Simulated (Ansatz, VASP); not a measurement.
# Two plane-wave programs on FeGe

INCAR

```
  ALGO = Normal
  EDIFF = 1E-6
  ENCUT = 520
  GGA = PE
  ISIF = 2
  ISMEAR = -1
  ISPIN = 2
  LASPH = True
  LCHARG = False
  LMAXMIX = 4
  LORBIT = 11
  LREAL = False
  LWAVE = False
  MAGMOM = 0 0 0 3 3 3
  NBANDS = 46
  NELM = 150
  PREC = Accurate
  SIGMA = 0.05
```

Contents of KPOINTS:

```
k-points
0
Gamma
  6 6 7
```

File POSCAR:

```
FeGe
1.0
    4.9640603699      0.0000000000      0.0000000000
   -2.4820301849      4.2990023862      0.0000000000
    0.0000000000      0.0000000000      4.0881379583
Ge Fe
3 3
Direct
    0.6666666667      0.3333333333      0.5000000000
    0.3333333333      0.6666666667      0.5000000000
    0.0000000000      0.0000000000      0.0000000000
    0.0000000000      0.5000000000      0.0000000000
    0.5000000000      0.5000000000      0.0000000000
    0.5000000000      0.0000000000      0.0000000000
```

Contents of input.yaml:

```yaml
crystal:
  lattice:
    - [4.9640603699, 0.0, 0.0]
    - [-2.4820301849, 4.2990023862, 0.0]
    - [0.0, 0.0, 4.0881379583]
  atoms:
    - { symbol: Ge, position: [0.6666666667, 0.3333333333, 0.5] }
    - { symbol: Ge, position: [0.3333333333, 0.6666666667, 0.5] }
    - { symbol: Ge, position: [0.0, 0.0, 0.0] }
    - { symbol: Fe, position: [0.0, 0.5, 0.0], spin: 3.0 }
    - { symbol: Fe, position: [0.5, 0.5, 0.0], spin: 3.0 }
    - { symbol: Fe, position: [0.5, 0.0, 0.0], spin: 3.0 }
hamiltonian:
  xc: pbe
  pseudopotentials: { kind: paw }
magnetization:
  spin_polarized: true
kpoints:
  mp_grid: { grid: [6, 6, 7] }
scf:
  occupations: { method: fermi_dirac, width: 0.05 }
output:
  forces: true
  stress: true
  eigenvalues: true
  write_density: true
  write_potential: true
  elf: true
  volumetric_format: npy
```

Alike in both runs: task single point; functional PBE; k mesh 6 × 6 × 7; occupations fermi-dirac, width 0.05 eV; collinear spin.

|  | VASP | Ansatz |
| --- | --- | --- |
| version | VASP 6.6.1 | Ansatz 0.2.0 |
| potentials or method | VASP PAW PBE potentials, release 64 (Ge_d, Fe) | Ansatz PAW |
| plane-wave cutoff (eV) | 520 | 420 |
| valence electrons in the cell | 66 | 90 |

```csv
,VASP,Ansatz,Ansatz less VASP
gap on the k mesh at the Fermi level (eV),none,none,-
pressure (GPa),-1.2,-1.3,-0.04
"traceless stress, the component that is largest in VASP (GPa)",-0.91,-0.91,-0.006
net moment per atom (μB),0.71,0.71,+0.001
size of the moment on the site where the two differ most (μB),0.09,0.07,-0.021
```

Site moments also hang on the region over which each program counts them. A gap of «none» marks a metal or a gap that the smearing closes. The functional is the same, so the differences come from potentials, cutoffs and numerics. VASP's potentials hold 66 valence electrons a cell and Ansatz's 90, so a difference there can come from the potentials and not from the codes.
